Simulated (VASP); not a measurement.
Ge:

```xyz
2
Lattice="0.0213 2.8369 2.8369 2.8369 0.0213 2.8369 2.8582 2.8582 0.0000" Properties=species:S:1:pos:R:3 pbc="T T T"
Ge    0.0000    0.0000    0.0053
Ge    1.4291    1.4291    1.4132
```

This cell differs from its parent crystal: shear xy strain +1.5%.

Base run:

- Program: VASP 6.6.1
- Functional: PBE
- Potentials or basis: VASP PAW PBE potentials, release 64 (Ge_d)
- Cutoff: 520 eV
- k mesh: 8 × 8 × 8
- Occupations: fermi-dirac, width 0.02 eV
- Spin: no spin polarisation

Its results: band gap on the k mesh 0.06 eV, direct; pressure 3.0 GPa.

Question: The run is repeated on the same cell with these changes: functional from PBE to r2SCAN. What comes out?

Answer: Band gap on the k mesh 0.25 eV, direct; pressure 0.1 GPa.

r2SCAN gives the wider gap, since meta-GGAs in the generalised Kohn-Sham scheme recover part of the derivative discontinuity.

Caveats: the PAW data sets were made with another functional, which shifts forces and pressure a little (some runs).

A k mesh can miss the band edges.
